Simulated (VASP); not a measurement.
# GaAs (F-43m) in VASP: a series of runs, part 2 of 2

VASP 6.6.1. Earlier steps stand in the parts before.

## 3. Elastic constants, PBEsol

This run uses another cell than the first one, of 22.33 Å³/atom.

INCAR reads:

```
ALGO = Normal ; EDIFF = 1E-8
ENCUT = 600 ; GGA = PS
IBRION = 6 ; ISIF = 3
ISMEAR = 0 ; LASPH = T
LCHARG = T ; LREAL = F
LWAVE = F ; NELM = 60
NFREE = 2 ; NSW = 1
POTIM = 0.015 ; PREC = Accurate
SIGMA = 0.01
```

KPOINTS reads:

```
k-points
0
Gamma
  8 8 8
```

POSCAR reads:

```
GaAs
1.0
    0.0000000000      2.8161400502      2.8161400502
    2.8161400502      0.0000000000      2.8161400502
    2.8161400502      2.8161400502      0.0000000000
Ga As
1 1
Direct
    0.0000000000      0.0000000000      0.0000000000
    0.7500000000      0.7500000000      0.7500000000
```

Potentials or basis: VASP PAW PBE potentials, release 64 (Ga_d, As).

Run with:

```
$ cat potpaw_PBE.64/Ga_d/POTCAR potpaw_PBE.64/As/POTCAR > POTCAR
$ mpirun -np 1 vasp_std > vasp.out
```

OUTCAR:

```text
EDIFF = 1E-8
   ENCUT = 600
   GGA = PS
   IBRION = 6
   ISIF = 3
   ISMEAR = 0
   LASPH = T
   LREAL = F
   NELM = 60
   NFREE = 2
   NSW = 1
   POTIM = 0.015
   PREC = Accurate

 ion  position               nearest neighbor table
   1  0.000  0.000  0.000-   2 2.44   2 2.44   2 2.44   2 2.44
   2  0.750  0.750  0.750-   1 2.44   1 2.44   1 2.44   1 2.44

  LATTYP: Found a face centered cubic cell.
 ALAT       =     5.6322801004

  Lattice vectors:

 A1 = (   0.0000000000,   2.8161400502,   2.8161400502)
 A2 = (   2.8161400502,   0.0000000000,   2.8161400502)
 A3 = (   2.8161400502,   2.8161400502,   0.0000000000)

Analysis of symmetry for initial positions (statically):
=====================================================================
[... 806 lines left out ...]
  x     0.00000     0.00000     0.00000     0.00000    -7.78009     0.00000
  y    -0.00000     0.00000    -0.00000     0.00000     0.00000    -7.78009
  z     0.00000     0.00000     0.00000    -7.78009     0.00000     0.00000

 INTERNAL STRAIN TENSOR FOR ION    2 for displacements in x,y,z  (eV/Angst):
          X           Y           Z          XY          YZ          ZX
  --------------------------------------------------------------------------------
  x    -0.00000    -0.00000    -0.00000     0.00000     7.77022     0.00000
  y    -0.00000    -0.00000    -0.00000     0.00000     0.00000     7.77022
  z    -0.00000    -0.00000    -0.00000     7.77022     0.00000     0.00000

 Eigenvectors and eigenvalues of the dynamical matrix
 ----------------------------------------------------

   1 f  =    8.043325 THz    50.537703 2PiTHz  268.296450 cm-1    33.264505 meV
             X         Y         Z           dx          dy          dz
      0.000000  0.000000  0.000000     0.000000    0.720156    0.000000
      4.224210  4.224210  4.224210     0.000000   -0.693812    0.000000
[... 21 lines left out ...]
   6 f/i=    0.005256 THz     0.033023 2PiTHz    0.175312 cm-1     0.021736 meV
             X         Y         Z           dx          dy          dz
      0.000000  0.000000  0.000000     0.000000    0.000000   -0.693812
      4.224210  4.224210  4.224210     0.000000    0.000000   -0.720156

--------------------------------------------------------------------------------------------------------

 ELASTIC MODULI CONTR FROM IONIC RELAXATION (kBar)
 Direction    XX          YY          ZZ          XY          YZ          ZX
 --------------------------------------------------------------------------------
 XX          -0.0000     -0.0000     -0.0000      0.0000      0.0000      0.0000
 YY          -0.0000     -0.0000     -0.0000      0.0000      0.0000      0.0000
 ZZ          -0.0000     -0.0000     -0.0000      0.0000      0.0000      0.0000
 XY           0.0000      0.0000      0.0000   -226.8322      0.0000      0.0000
 YZ           0.0000      0.0000      0.0000      0.0000   -226.8322      0.0000
 ZX           0.0000      0.0000      0.0000      0.0000      0.0000   -226.8322
 --------------------------------------------------------------------------------

 TOTAL ELASTIC MODULI (kBar)
 Direction    XX          YY          ZZ          XY          YZ          ZX
 --------------------------------------------------------------------------------
 XX        1141.8218    534.7447    534.7447      0.0000      0.0000      0.0000
 YY         534.7447   1141.8218    534.7447      0.0000      0.0000      0.0000
 ZZ         534.7447    534.7447   1141.8218      0.0000      0.0000      0.0000
 XY           0.0000      0.0000      0.0000    563.1567     -0.0000      0.0000
 YZ           0.0000      0.0000      0.0000     -0.0000    563.1567      0.0000
 ZX           0.0000      0.0000      0.0000      0.0000      0.0000    563.1567
 --------------------------------------------------------------------------------
```

OSZICAR:

```text
N       E                     dE             d eps       ncg     rms          rms(c)
DAV:   1     0.847883478096E+02    0.84788E+02   -0.10047E+04   762   0.211E+03
DAV:   2    -0.229187397202E+01   -0.87080E+02   -0.83770E+02   834   0.349E+02
[... 202 lines left out ...]
DAV:   2    -0.908374317618E+01   -0.90248E-03   -0.11294E-02  3108   0.767E-01    0.667E-02
DAV:   3    -0.908367023616E+01    0.72940E-04   -0.17632E-04  2749   0.162E-01    0.227E-02
DAV:   4    -0.908366506882E+01    0.51673E-05   -0.29180E-05  3200   0.628E-02    0.458E-03
DAV:   5    -0.908366534611E+01   -0.27728E-06   -0.43895E-06  2630   0.228E-02    0.810E-04
DAV:   6    -0.908366537433E+01   -0.28226E-07   -0.17665E-07  3118   0.465E-03    0.429E-04
DAV:   7    -0.908366537760E+01   -0.32665E-08   -0.11946E-08  1851   0.110E-03
  17 F= -.90836654E+01 E0= -.90836654E+01  d E =-.618167E-65
```

Run time: 10 min. Hardware: 1 thread of Intel Xeon 6975P-C (Granite Rapids), shared host; peak memory 0.33 GiB.

Results:

- Elastic constants C11, C12, C44: 114, 53, 56 GPa
- Voigt bulk modulus: 74 GPa
- Highest phonon frequency at Γ, LO-TO splitting left out: 268 cm⁻¹

Phonon frequencies in cm⁻¹ (negative: imaginary):
| q point | frequencies |
| --- | --- |
| (0.000, 0.000, 0.000) | 0 0 0 268 268 268 |

Elastic tensor in Voigt notation (GPa, in the Cartesian axes of the cell as first typed):
```
114  53  53   0   0   0
 53 114  53   0   0   0
 53  53 114   0   0   0
  0   0   0  56   0   0
  0   0   0   0  56   0
  0   0   0   0   0  56
```

Clamped-ion elastic tensor (GPa):
```
114  53  53   0   0   0
 53 114  53   0   0   0
 53  53 114   0   0   0
  0   0   0  79   0   0
  0   0   0   0  79   0
  0   0   0   0   0  79
```

Caveat: the cell is under stress, which shifts elastic constants; the PAW data sets were made with another functional, which shifts forces and pressure a little.

## 4. Elastic constants, PBEsol

This run uses another cell than the first one, of 22.65 Å³/atom.

INCAR reads:

```
PREC = Accurate ; ENCUT = 600
EDIFF = 1E-8 ; ISMEAR = 0
SIGMA = 0.01 ; LREAL = F
LASPH = T ; NELM = 100
ALGO = Normal ; ISIF = 3
LWAVE = F ; LCHARG = F
GGA = PS ; NBANDS = 16
IBRION = 6 ; NFREE = 2
POTIM = 0.015 ; NSW = 1
```

KPOINTS reads:

```
regular mesh
0
Gamma
  8 8 8
```

POSCAR reads:

```
GaAs
1.0
    0.0000000000      2.8291964418      2.8291964418
    2.8291964418      0.0000000000      2.8291964418
    2.8291964418      2.8291964418      0.0000000000
Ga As
1 1
Direct
    0.0000000000      0.0000000000      0.0000000000
    0.7500000000      0.7500000000      0.7500000000
```

Run with:

```
$ cat potpaw_PBE.64/Ga_d/POTCAR potpaw_PBE.64/As/POTCAR > POTCAR
$ mpirun -np 1 vasp_std > vasp.out
```

Run time: 13 min. Hardware: 1 thread of Intel Xeon 6975P-C (Granite Rapids), shared host; peak memory 0.35 GiB.

Results (log left out):

* Elastic constants C11, C12, C44: 110, 50, 55 GPa
* Voigt bulk modulus: 70 GPa
* Highest phonon frequency at Γ, LO-TO splitting left out: 264 cm⁻¹

Phonon frequencies in cm⁻¹ (negative: imaginary):
| q point | frequencies |
| --- | --- |
| (0.000, 0.000, 0.000) | 0 0 0 264 264 264 |

Elastic tensor in Voigt notation (GPa, in the Cartesian axes of the cell as first typed):
```
110  50  50   0   0   0
 50 110  50   0   0   0
 50  50 110   0   0   0
  0   0   0  55   0   0
  0   0   0   0  55   0
  0   0   0   0   0  55
```

Clamped-ion elastic tensor (GPa):
```
110  50  50   0   0   0
 50 110  50   0   0   0
 50  50 110   0   0   0
  0   0   0  75   0   0
  0   0   0   0  75   0
  0   0   0   0   0  75
```

Caveat: the PAW data sets were made with another functional, which shifts forces and pressure a little.
